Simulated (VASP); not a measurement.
Set up this calculation in VASP 6.6.1, as the native input.

| Item | Value |
| --- | --- |
| Task | single point |
| Functional | PBE |
| Potentials or basis | VASP PAW PBE potentials, release 64 (B, N) |
| Cutoff | 520 eV |
| k mesh | 5 × 5 × 5, shifted |
| Occupations | gaussian, width 0.01 eV |
| Spin | no spin polarisation |
| Dipole correction | no |
| Further INCAR settings | ALGO = Normal; EDIFF = 1e-07; NBANDS = 11; ISYM = 0 |

The structure of BN (Qingsongite) lies in POSCAR:

```
BN
1.0
    0.0000000000      1.8075000000      1.8075000000
    1.8075000000      0.0000000000      1.8075000000
    1.8075000000      1.8075000000      0.0000000000
B N
1 1
Direct
   -0.0069156293      0.0069156293      0.0069156293
    0.2500000000      0.2500000000      0.2500000000
```

One way to write it, as run:

INCAR

```
SYSTEM = BN
PREC = Accurate ; ENCUT = 520
EDIFF = 1E-7 ; ISMEAR = 0
SIGMA = 0.01 ; LREAL = .False.
LASPH = .True. ; NELM = 100
ALGO = Normal ; ISIF = 2
LWAVE = .False. ; LCHARG = .False.
GGA = PE ; ISYM = 0
NBANDS = 11
```

KPOINTS

```
Automatic mesh
0
Gamma
  5 5 5
  0.5 0.5 0.5
```

Potentials or basis: VASP PAW PBE potentials, release 64 (B, N).

Run with:

```sh
$ cat potpaw_PBE.64/B/POTCAR potpaw_PBE.64/N/POTCAR > POTCAR
$ mpirun -np 1 vasp_std > vasp.out
```

Results of the run:

```
Pressure               : 3.5 GPa
Largest force          : 0.605 eV/Å
Band gap on the k mesh : 5.26 eV, indirect (least direct gap 9.07 eV)
```

Caveat: the k points lie up to 0.60 Å⁻¹ apart.

Wall time 19 s on 1 thread of AMD EPYC 9R45 96-Core Processor (Zen 5), with other jobs on the host, peak memory 0.11 GiB.
